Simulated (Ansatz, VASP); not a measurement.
# HgTe: VASP beside Ansatz

File POSCAR:

```
HgTe
1.0
    0.0109638596      3.3001217484      3.3001217484
    3.3001217484      0.0109638596      3.3001217484
    3.3001217484      3.3001217484      0.0109638596
Hg Te
1 1
Direct
    0.0003321242      0.0003321242      0.0003321242
    0.2496678758      0.2496678758      0.2496678758
```

The input INCAR.step1:

```
SYSTEM = HgTe
ALGO = Normal
EDIFF = 1E-5
ENCUT = 520
GGA = PE
ISIF = 2
ISMEAR = -1
LASPH = .True.
LCHARG = .False.
LREAL = .False.
LWAVE = .True.
NBANDS = 16
NELM = 60
PREC = Accurate
SIGMA = 0.02
```

The input INCAR.step2:

```
SYSTEM = HgTe
ALGO = Normal
EDIFF = 1E-6
ENCUT = 520
GGA = PE
HFSCREEN = 0.2079
ISIF = 2
ISMEAR = -1
ISTART = 1
LASPH = .True.
LCHARG = .False.
LHFCALC = .True.
LREAL = .False.
LWAVE = .False.
NBANDS = 16
NELM = 60
PREC = Accurate
PRECFOCK = Normal
SIGMA = 0.02
```

File KPOINTS:

```
k-points
0
Gamma
  4 4 4
  0 0 0
```

Input for Ansatz:

```yaml
crystal:
  lattice:
    - [0.0109638596, 3.3001217484, 3.3001217484]
    - [3.3001217484, 0.0109638596, 3.3001217484]
    - [3.3001217484, 3.3001217484, 0.0109638596]
  atoms:
    - { symbol: Hg, position: [0.0003321242, 0.0003321242, 0.0003321242] }
    - { symbol: Te, position: [0.2496678758, 0.2496678758, 0.2496678758] }
kpoints:
  mp_grid: { grid: [4, 4, 4] }
  band_path:
    path:
      - [0.0, 0.0, 0.0]
      - [-0.5, -0.5, 0.0]
      - [-0.375, -0.375, 0.25]
      - [-0.375, 0.0, 0.375]
      - [0.0, 0.0, 0.5]
      - [-0.5, -0.25, 0.25]
      - [-0.012695, -0.012695, -0.012695]
    npoints: 1
hamiltonian:
  xc: hse06
scf:
  occupations: { method: fermi_dirac, width: 0.02 }
  n_extra_bands: 4
output:
  forces: true
  stress: true
  eigenvalues: true
```

Change from the starting cell: shear_111 strain +0.5%.

Alike in both runs: task single point; functional HSE06; k mesh 4 × 4 × 4; occupations fermi-dirac, width 0.02 eV; no spin polarisation.

|  | VASP | Ansatz |
| --- | --- | --- |
| version | VASP 6.6.1 | Ansatz 0.2.0 |
| potentials or method | VASP PAW PBE potentials, release 64 (Hg, Te) | plane waves, PAW |
| plane-wave cutoff (eV) | 520 | 420 |
| valence electrons in the cell | 18 | 36 |

|  | VASP | Ansatz | Ansatz less VASP |
| --- | --- | --- | --- |
| pressure (GPa) | -0.1 | -0.1 | +0.07 |

With one functional, cell and mesh, what is left measures potentials, basis and numerics. VASP's potentials hold 18 valence electrons a cell and Ansatz's 36, so a difference there can come from the potentials and not from the codes. Ansatz's warnings: filled band counts differ across k points, stress exchange threshold loose, stress scf threshold loose.

The k mesh is coarse, so the values compare programs but aren't converged. Neither program's run includes spin-orbit coupling.
